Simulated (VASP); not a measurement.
# BeZn2Se3 (P3m1) in VASP: a series of runs

Runs on BeZn2Se3. Level: PBE. Tasks: single point.

All numbers are computed with VASP 6.6.1; they aren't measurements. Logs are shortened: lines on timing, memory, paths and dates and some standing lists are left out, and cuts for length are marked.

### 1 The cell of the first run

Symmetry: P3m1, No. 156, trigonal system. The conventional cell has a = 3.853 Å, b = 3.853 Å, c = 9.438 Å, α = 90.00°, β = 90.00°, γ = 120.00°. Be (site symmetry 3m) has 4 Se at 2.36 Å within 3.1 Å. Zn (site symmetry 3m) has 4 Se at 2.36 Å within 3.1 Å. Within 3.1 Å of Zn (site symmetry 3m) lie 4 Se at 2.36 Å. Se (site symmetry 3m) has 4 Zn at 2.36 Å within 3.1 Å. Within 3.1 Å of Se (site symmetry 3m) lie 3 Zn at 2.36 Å and 1 Be at 2.36 Å. Within 3.1 Å of Se (site symmetry 3m) lie 3 Be at 2.36 Å and 1 Zn at 2.36 Å.

### 2 Single point, PBE

File INCAR:

```
SYSTEM = BeZn2Se3
ALGO = Normal
EDIFF = 1E-7
ENCUT = 520
GGA = PE
ISIF = 2
ISMEAR = 0
LASPH = .True.
LCHARG = .True.
LELF = .True.
LREAL = .False.
LVHAR = .True.
LWAVE = .False.
NBANDS = 31
NELM = 60
PREC = Accurate
SIGMA = 0.1
```

File KPOINTS:

```
k-points
0
Gamma
  6 6 2
  0 0 0
```

File POSCAR:

```
BeZn2Se3
1.0
    3.8529041000      0.0000000000      0.0000000000
   -1.9264520500      3.3367128300      0.0000000000
    0.0000000000      0.0000000000      9.4376490800
Be Zn Se
1 2 3
Direct
    0.6666666700      0.3333333300      0.3333333300
    0.0000000000      0.0000000000      0.0000000000
    0.3333333300      0.6666666700      0.6666666700
    0.3333333300      0.6666666700      0.9166666700
    0.6666666700      0.3333333300      0.5833333300
    0.0000000000      0.0000000000      0.2500000000
```

Potentials or basis: VASP PAW PBE potentials, release 64 (Be, Zn, Se).

Launch:

```console
$ cat potpaw_PBE.64/Be/POTCAR potpaw_PBE.64/Zn/POTCAR potpaw_PBE.64/Se/POTCAR > POTCAR
$ mpirun -np 1 vasp_std > vasp.out
```

OUTCAR:

```text
SYSTEM = BeZn2Se3
   EDIFF = 1E-7
   ENCUT = 520
   GGA = PE
   ISIF = 2
   ISMEAR = 0
   LASPH = .True.
   LREAL = .False.
   NELM = 60
   PREC = Accurate

 ion  position               nearest neighbor table
   1  0.667  0.333  0.333-   6 2.36   6 2.36   6 2.36   5 2.36
   2  0.000  0.000  0.000-   4 2.36   4 2.36   4 2.36   6 2.36
   3  0.333  0.667  0.667-   5 2.36   5 2.36   4 2.36   5 2.36
   4  0.333  0.667  0.917-   2 2.36   2 2.36   2 2.36   3 2.36
   5  0.667  0.333  0.583-   3 2.36   3 2.36   1 2.36   3 2.36
   6  0.000  0.000  0.250-   1 2.36   1 2.36   1 2.36   2 2.36

  LATTYP: Found a hexagonal cell.
 ALAT       =     3.8529041000
 C/A-ratio  =     2.4494897446

  Lattice vectors:

 A1 = (   3.8529041000,   0.0000000000,   0.0000000000)
 A2 = (  -1.9264520500,   3.3367128300,   0.0000000000)
 A3 = (   0.0000000000,   0.0000000000,   9.4376490800)

Analysis of symmetry for initial positions (statically):
=====================================================================
 Subroutine PRICEL returns:
 Original cell was already a primitive cell.

 Routine SETGRP: Setting up the symmetry group for a
 hexagonal supercell.

 Subroutine GETGRP returns: Found  6 space group operations
 (whereof  6 operations were pure point group operations)
 out of a pool of 24 trial point group operations.

The static configuration has the point symmetry C_3v.

Analysis of symmetry for dynamics (positions and initial velocities):
=====================================================================
 Subroutine PRICEL returns:
 Original cell was already a primitive cell.

 Routine SETGRP: Setting up the symmetry group for a
 hexagonal supercell.

 Subroutine GETGRP returns: Found  6 space group operations
 (whereof  6 operations were pure point group operations)
 out of a pool of 24 trial point group operations.

The dynamic configuration has the point symmetry C_3v.

 Subroutine INISYM returns: Found  6 space group operations
 (whereof  6 operations are pure point group operations),
 and found     1 'primitive' translations

----------------------------------------------------------------------------------------

                                     Primitive cell

  volume of cell :     121.3307

  direct lattice vectors                    reciprocal lattice vectors
     3.852904100  0.000000000  0.000000000     0.259544482  0.149848077  0.000000000
    -1.926452050  3.336712830  0.000000000     0.000000000  0.299696153  0.000000000
     0.000000000  0.000000000  9.437649080     0.000000000  0.000000000  0.105958591

  length of vectors
     3.852904100  3.852904101  9.437649080     0.299696153  0.299696153  0.105958591

  position of ions in fractional coordinates (direct lattice)
     0.666666670  0.333333330  0.333333330
     0.000000000  0.000000000  0.000000000
     0.333333330  0.666666670  0.666666670
     0.333333330  0.666666670  0.916666670
     0.666666670  0.333333330  0.583333330
     0.000000000  0.000000000  0.250000000

  ion indices of the primitive-cell ions
   primitive index   ion index
                 1           1
                 2           2
                 3           3
                 4           4
                 5           5
                 6           6

----------------------------------------------------------------------------------------

 KPOINTS: k-points

Automatic generation of k-mesh.
 Grid dimensions read from file:
 generate k-points for:    6    6    2

 Generating k-lattice:

  Cartesian coordinates                     Fractional coordinates (reciprocal lattice)
     0.043257414  0.024974679  0.000000000     0.166666667  0.000000000  0.000000000
     0.000000000  0.049949359  0.000000000     0.000000000  0.166666667  0.000000000
     0.000000000  0.000000000  0.052979296     0.000000000  0.000000000  0.500000000

  Length of vectors
     0.049949359  0.049949359  0.052979296

  Shift w.r.t. Gamma in fractional coordinates (k-lattice)
     0.000000000  0.000000000  0.000000000

 Subroutine IBZKPT returns following result:
 ===========================================

 Found     14 irreducible k-points:

 Following reciprocal coordinates:
            Coordinates               Weight
  0.000000  0.000000  0.000000      1.000000
  0.166667  0.000000  0.000000      6.000000
  0.333333  0.000000  0.000000      6.000000
  0.500000 -0.000000  0.000000      3.000000
  0.166667  0.166667  0.000000      6.000000
  0.333333  0.166667  0.000000     12.000000
  0.333333  0.333333  0.000000      2.000000
  0.000000  0.000000  0.500000      1.000000
  0.166667  0.000000  0.500000      6.000000
  0.333333  0.000000  0.500000      6.000000
  0.500000 -0.000000  0.500000      3.000000
  0.166667  0.166667  0.500000      6.000000
  0.333333  0.166667  0.500000     12.000000
  0.333333  0.333333  0.500000      2.000000
   k-points           NKPTS =     14   k-points in BZ     NKDIM =     14   number of bands    NBANDS=     31
   number of dos      NEDOS =    301   number of ions     NIONS =      6
   total plane-waves  NPLWV =  63000
   dimension x,y,z NGX =    30 NGY =   30 NGZ =   70
   dimension x,y,z NGXF=    60 NGYF=   60 NGZF=  140
   ions per type =               1   2   3
   NGX,Y,Z   is equivalent  to a cutoff of  12.94, 12.94, 12.33 a.u.
   NGXF,Y,Z  is equivalent  to a cutoff of  25.89, 25.89, 24.66 a.u.
 SYSTEM =  BeZn2Se3
   PREC   = accura    normal or accurate (medium, high low for compatibility)
   ISTART =      0    job   : 0-new  1-cont  2-samecut
   ICHARG =      2    charge: 1-file 2-atom 10-const
   ISPIN  =      1    spin polarized calculation?
   LNONCOLLINEAR =      F non collinear calculations
   LSORBIT =      F    spin-orbit coupling
   LASPH  =      T    aspherical Exc in radial PAW
   ENCUT  =  520.0 eV  38.22 Ry    6.18 a.u.   7.16  7.16 17.55*2*pi/ulx,y,z
   NELM   =     60;   NELMIN=  2; NELMDL= -5     # of ELM steps
   EDIFF  = 0.1E-06   stopping-criterion for ELM
   LREAL  =      F    real-space projection
   EDIFFG = 0.1E-05   stopping-criterion for IOM
   NSW    =      0    number of steps for IOM
   IBRION =     -1    ionic relax: 0-MD 1-quasi-New 2-CG
   NFREE  =      0    steps in history (QN), initial steepest desc. (CG)
   ISIF   =      2    stress and relaxation
   ISYM   =      2    0-nonsym 1-usesym 2-fastsym
   POTIM  = 0.5000    time-step for ionic-motion
   TEBEG  =    0.0;   TEEND  =   0.0 temperature during run
   PSTRESS=    0.0 pullay stress
   NELECT =      44.0000    total number of electrons
   NUPDOWN=      -1.0000    fix difference up-down
   EMIN   =  10.00;   EMAX   =-10.00  energy-range for DOS
   EFERMI =   0.00;   METHOD = LEGACY
   ISMEAR =     0;   SIGMA  =   0.10  broadening in eV -4-tet -1-fermi 0-gaus
   EFERMI_NEDOS =   21; number of points for ismear=-14 and -15
   IALGO  =     38    algorithm
   IMIX   =      4    mixing-type and parameters
     AMIX     =   0.40;   BMIX     =  1.00
     AMIX_MAG =   1.60;   BMIX_MAG =  1.00
  volume/ion in A,a.u.               =      20.22       136.46
  Fermi-wavevector in a.u.,A,eV,Ry     =   1.167442  2.206146 18.543674  1.362922
  Thomas-Fermi vector in A             =   2.303942
   LORBIT       =      0    0 simple, 1 ext, 2 COOP (PROOUT), +10 PAW based schemes
   GGA     = PE    functional components
   LHFCALC =     F    Hartree Fock is set to
   AEXX    =    0.0000 exact exchange contribution
   IVDW    =     0    specifies the selected vdW correction
   LEPSILON=     F    determine dielectric tensor
   LRPA    =     F    only Hartree local field effects (RPA)
 non-spin polarized calculation
 Gauss-broadening in eV      SIGMA  =   0.10
  energy-cutoff  :      520.00
  volume of cell :      121.33
 maximum number of plane-waves:      3339
 NGX is ok and might be reduce to    30
   NGX = 15   NGY = 15   NGZ = 35

 number of electron      44.0000024 magnetization

 Free energy of the ion-electron system (eV)
  ---------------------------------------------------
  ext. energy  EPLUGINS =         0.00000000
  ---------------------------------------------------
  free energy    TOTEN  =       -20.28857942 eV

  energy without entropy =      -20.28857942  energy(sigma->0) =      -20.28857942

 E-fermi :   3.0046     XC(G=0):  -9.4968

 val. band max:        2.5098685485   @ k =   0.0000   0.0000   0.0000
 cond. band min:       4.6343593405   @ k =   0.0000   0.0000   0.0000
 fundamental gap:      2.1244907920
 Fermi energy:         3.0045998940

 k-point     1 :       0.0000    0.0000    0.0000
  band No.  band energies     occupation
      1     -11.3035      2.00000
      2     -10.6437      2.00000
      3     -10.3981      2.00000
      4      -4.3890      2.00000
      5      -4.3890      2.00000
      6      -4.3657      2.00000
[... 23 lines left out ...]
     30       8.7465      0.00000
     31       9.1302      0.00000

 k-point     2 :       0.1667    0.0000    0.0000
  band No.  band energies     occupation
      1     -11.1140      2.00000
      2     -10.5037      2.00000
      3     -10.2676      2.00000
      4      -4.4004      2.00000
      5      -4.3500      2.00000
      6      -4.3310      2.00000
[... 23 lines left out ...]
     30       8.7757      0.00000
     31       9.3673      0.00000

 k-point     3 :       0.3333    0.0000    0.0000
  band No.  band energies     occupation
      1     -10.6581      2.00000
      2     -10.2174      2.00000
      3      -9.9874      2.00000
      4      -4.3996      2.00000
      5      -4.2808      2.00000
      6      -4.2697      2.00000
[... 23 lines left out ...]
     30       9.6008      0.00000
     31      10.0855      0.00000

 k-point     4 :       0.5000   -0.0000    0.0000
  band No.  band energies     occupation
      1     -10.3442      2.00000
      2     -10.1078      2.00000
      3      -9.8355      2.00000
      4      -4.3845      2.00000
      5      -4.2541      2.00000
      6      -4.2447      2.00000
[... 295 lines left out ...]
     30       9.4790      0.00000
     31       9.6438      0.00000

 k-point    13 :       0.3333    0.1667    0.5000
  band No.  band energies     occupation
      1     -10.3563      2.00000
      2     -10.1066      2.00000
      3      -9.8373      2.00000
      4      -4.3343      2.00000
      5      -4.2570      2.00000
      6      -4.2172      2.00000
[... 23 lines left out ...]
     30       9.7022      0.00000
     31      10.0912      0.00000

 k-point    14 :       0.3333    0.3333    0.5000
  band No.  band energies     occupation
      1     -10.2068      2.00000
      2     -10.0002      2.00000
      3      -9.8021      2.00000
      4      -4.2983      2.00000
      5      -4.2209      2.00000
      6      -4.2116      2.00000
[... 23 lines left out ...]
     30       9.9122      0.00000
     31      10.0090      0.00000

------------------------ aborting loop because EDIFF is reached ----------------------------------------

  FORCE on cell =-STRESS in cart. coord.  units (eV):
  Direction    XX          YY          ZZ          XY          YZ          ZX
  --------------------------------------------------------------------------------------
  -------------------------------------------------------------------------------------
  Total        4.2482902      4.2482902      4.1296826      0.0000000      0.0000000      0.0000000
  in kB       56.0988428     56.0988429     54.5326241      0.0000000      0.0000000      0.0000000
  external PRESSURE =      55.5767699 kB  Pullay stress =       0.0000000 kB

 VOLUME and BASIS-vectors are now :
 -----------------------------------------------------------------------------
  energy-cutoff  :      520.00
  volume of cell :      121.33
      direct lattice vectors                 reciprocal lattice vectors
     3.852904100  0.000000000  0.000000000     0.259544482  0.149848077  0.000000000
    -1.926452050  3.336712830  0.000000000     0.000000000  0.299696153  0.000000000
     0.000000000  0.000000000  9.437649080     0.000000000  0.000000000  0.105958591

 POSITION                                       TOTAL-FORCE (eV/Angst)
 -----------------------------------------------------------------------------------
      1.92645      1.11224      3.14588         0.000000     -0.000000      0.101066
      0.00000      0.00000      0.00000        -0.000000      0.000000      0.008355
     -0.00000      2.22448      6.29177         0.000000     -0.000000     -0.092990
     -0.00000      2.22448      8.65118        -0.000000     -0.000000     -0.008560
      1.92645      1.11224      5.50530        -0.000000      0.000000     -1.575726
      0.00000      0.00000      2.35941         0.000000     -0.000000      1.567855
 -----------------------------------------------------------------------------------
    total drift:                                0.000006     -0.000004     -0.001963

  FREE ENERGIE OF THE ION-ELECTRON SYSTEM (eV)
  ---------------------------------------------------
  free  energy   TOTEN  =       -20.2885794176 eV

  energy  without entropy=      -20.2885794176  energy(sigma->0) =      -20.28857942
```

It took 3.3 min on 1 thread of Intel Xeon 8259CL, shared host; peak memory 0.26 GiB.

What came out:

```yaml
Free_energy: -20.2886 eV
Pressure: 5.6 GPa
Largest_force: 1.576 eV/Å
Band_gap_on_the_k_mesh: 2.12 eV
```

Forces on the atoms (eV/Å):
```
Be   0.000  0.000  0.101
Zn   0.000  0.000  0.008
Zn   0.000  0.000 -0.093
Se   0.000  0.000 -0.009
Se   0.000  0.000 -1.576
Se   0.000  0.000  1.568
```

Caveat: the cell stands under pressure; forces of over 1 eV/Å act on the atoms, so gaps and moduli don't describe the material at rest.

### 3 Single point, PBE

This run uses another cell than the first one, of 21.47 Å³/atom.

File INCAR:

```
PREC = Accurate ; ENCUT = 520
EDIFF = 1E-7 ; ISMEAR = 0
SIGMA = 0.1 ; LREAL = F
LASPH = T ; NELM = 80
ALGO = Normal ; ISIF = 2
LWAVE = F ; LCHARG = F
GGA = PE ; NBANDS = 31
```

File KPOINTS:

```
Automatic mesh
0
Gamma
  6 6 2
```

File POSCAR:

```
BeZn2Se3
1.0
    3.9251084936      0.0000000000      0.0000000000
   -1.9625542468      3.3992436681      0.0000000000
    0.0000000000      0.0000000000      9.6532521228
Be Zn Se
1 2 3
Direct
    0.6666666667      0.3333333333      0.3345777318
    0.0000000000      0.0000000000      0.0094823048
    0.3333333333      0.6666666667      0.6595987568
    0.3333333333      0.6666666667      0.9147467891
    0.6666666667      0.3333333333      0.5656432522
    0.0000000000      0.0000000000      0.2659511653
```

Potentials or basis: VASP PAW PBE potentials, release 64 (Be, Zn, Se).

Launch:

```console
$ cat potpaw_PBE.64/Be/POTCAR potpaw_PBE.64/Zn/POTCAR potpaw_PBE.64/Se/POTCAR > POTCAR
$ mpirun -np 1 vasp_std > vasp.out
```

Run time: 3.1 min. Hardware: 1 thread of Intel Xeon 8259CL, shared host; peak memory 0.27 GiB.

It converged, with:

```yaml
Free_energy: -20.6682 eV
Pressure: 0.2 GPa
Largest_force: 0.020 eV/Å
Band_gap_on_the_k_mesh: 1.75 eV
```

Forces in eV/Å, atoms in the order of the input:
```
Be   0.000  0.000  0.006
Zn   0.000  0.000  0.015
Zn   0.000  0.000  0.013
Se   0.000  0.000 -0.012
Se   0.000  0.000 -0.020
Se   0.000  0.000 -0.001
```

Stress tensor (GPa, compression positive):
```
0.23 0.00 0.00
0.00 0.23 0.00
0.00 0.00 0.12
```

Levels at points of the mesh, in eV from the valence-band top:
```
           k point  band 18  band 19  band 20  band 21  band 22  band 23  band 24  band 25  band 26  band 27
(0.00, 0.00, 0.00)    -0.54    -0.54    -0.23     0.00     0.00     1.75     2.99     3.15     4.86     4.86
(0.50, 0.00, 0.00)    -2.48    -2.10    -2.04    -1.42    -1.19     2.66     3.46     3.75     3.96     5.60
(0.00, 0.00, 0.50)    -1.31    -0.38    -0.38    -0.15    -0.15     2.80     2.97     3.05     4.94     4.94
(0.50, 0.00, 0.50)    -2.80    -2.41    -1.78    -1.06    -0.89     2.70     3.09     3.70     4.45     4.99
```
